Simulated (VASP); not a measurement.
The system is MgBe2SeS2.

```
CELL_PARAMETERS angstrom
3.90388 0.00000 0.00000
0.00000 3.90388 0.00000
0.00000 0.00000 8.55077
ATOMIC_POSITIONS crystal
Mg 0.00000 0.00000 0.50000
Be 0.50000 0.50000 0.15958
Be 0.50000 0.50000 0.84042
Se 0.50000 0.50000 0.50000
S 0.00000 0.50000 0.50000
S 0.50000 0.00000 0.50000
```

| Quantity | Value |
| --- | --- |
| Program | VASP 6.6.1 |
| Task | relaxation of cell and atoms |
| Functional | PBE |
| Potentials or basis | VASP PAW PBE potentials, release 64 (Mg, Be, Se, S) |
| Cutoff | 600 eV |
| k mesh | 4 × 4 × 2 |
| Occupations | gaussian, width 0.1 eV |
| Spin | no spin polarisation |

At the start: pressure 59.9 GPa; volume 21.72 Å³/atom.

How do energy, volume and symmetry change on relaxing?

Over 18 steps the energy falls by 3007.9 meV/atom and the volume is 28.37 Å³/atom (+30.6 %); space group P4/mmm (No. 123, to 0.05 Å).

The path:
| step | energy change (eV) | largest force (eV/Å) | pressure (GPa) | volume (Å³) |
| --- | --- | --- | --- | --- |
| 1 | 0.0000 | 0.3786 | 59.90 | 130.32 |
| 2 | -13.1619 | 0.2161 | -5.96 | 323.97 |
| 3 | -16.4674 | 0.3829 | -2.31 | 218.62 |
| 4 | -16.4669 | 0.3683 | -3.12 | 224.59 |
| 5 | -16.4737 | 0.3764 | -2.68 | 221.26 |
| 6 | -17.2358 | 0.3197 | -2.65 | 205.65 |
| 7 | -17.8326 | 1.2145 | 3.59 | 157.53 |
| 8 | -17.8304 | 0.3335 | -1.64 | 180.96 |
| 9 | -17.8507 | 0.4006 | -1.46 | 178.18 |
| 10 | -18.0057 | 0.4384 | 0.19 | 167.90 |
| 11 | -17.9982 | 0.6556 | 1.71 | 162.73 |
| 12 | -18.0177 | 0.5048 | 0.77 | 165.77 |
| 13 | -18.0159 | 0.5514 | 1.11 | 164.64 |
| 14 | -18.0291 | 0.4824 | 0.44 | 168.08 |
| 15 | -18.0392 | 0.0551 | 0.68 | 166.74 |
| 16 | -18.0469 | 0.0514 | -0.06 | 170.38 |
| 17 | -18.0470 | 0.0521 | 0.02 | 169.94 |
| 18 | -18.0475 | 0.0143 | 0.02 | 170.22 |

Final structure:
```
Mg Be Se S
1.0
     5.27680    0.00000    0.00000
     0.00000    5.27680    0.00000
     0.00000    0.00000    6.11331
Mg Be Se S
1 2 1 2
Direct
  0.00000 0.00000 0.50000
  0.50000 0.50000 0.16297
  0.50000 0.50000 0.83703
  0.50000 0.50000 0.50000
  0.00000 0.50000 0.50000
  0.50000 0.00000 0.50000
```

Caveat: the k points lie up to 0.51 Å⁻¹ apart in the final cell; the volume moved by over 15 % at a fixed basis, so the end points are rough.
